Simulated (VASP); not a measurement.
Crystal: HfN.

```
Hf N
1.0
     0.00000    2.25600    2.25600
     2.25600    0.00000    2.25600
     2.25600    2.25600    0.00000
Hf N
1 1
Cartesian
  0.0000 0.0000 0.0000
  2.2560 2.2560 2.2560
```

```yaml
Program: VASP 6.6.1
Task: relaxation of cell and atoms
Functional: PBEsol
Potentials_or_basis: VASP PAW PBE potentials, release 64 (Hf_pv, N)
Cutoff: 600 eV
k_mesh: 16 × 16 × 16
Occupations: gaussian, width 0.1 eV
Spin: no spin polarisation
```

At the start: pressure -4.2 GPa; volume 11.48 Å³/atom.

Task: Where does the relaxation end?

Result: Over 3 steps the energy falls by 2.3 meV/atom and the volume is 11.31 Å³/atom (-1.5 %); space group Fm-3m (No. 225, to 0.05 Å).

Step by step:
```
step  energy change (eV)  largest force (eV/Å)  pressure (GPa)  volume (Å³)
   1              0.0000                0.0000           -4.23        22.96
   2              0.0135                0.0000            9.11        21.97
   3             -0.0046                0.0000           -0.04        22.63
```

Final structure:
```cif
data_structure
_symmetry_space_group_name_H-M 'P 1'
_symmetry_Int_Tables_number 1
_cell_length_a 3.1747
_cell_length_b 3.1747
_cell_length_c 3.1747
_cell_angle_alpha 60.000
_cell_angle_beta 60.000
_cell_angle_gamma 60.000
_cell_volume 22.63
loop_
_atom_site_label
_atom_site_type_symbol
_atom_site_fract_x
_atom_site_fract_y
_atom_site_fract_z
_atom_site_occupancy
Hf1 Hf 0.00000 0.00000 0.00000 1
N1 N 0.50000 0.50000 0.50000 1
```

Caveat: the PAW data sets were made with another functional, which shifts forces and pressure a little.
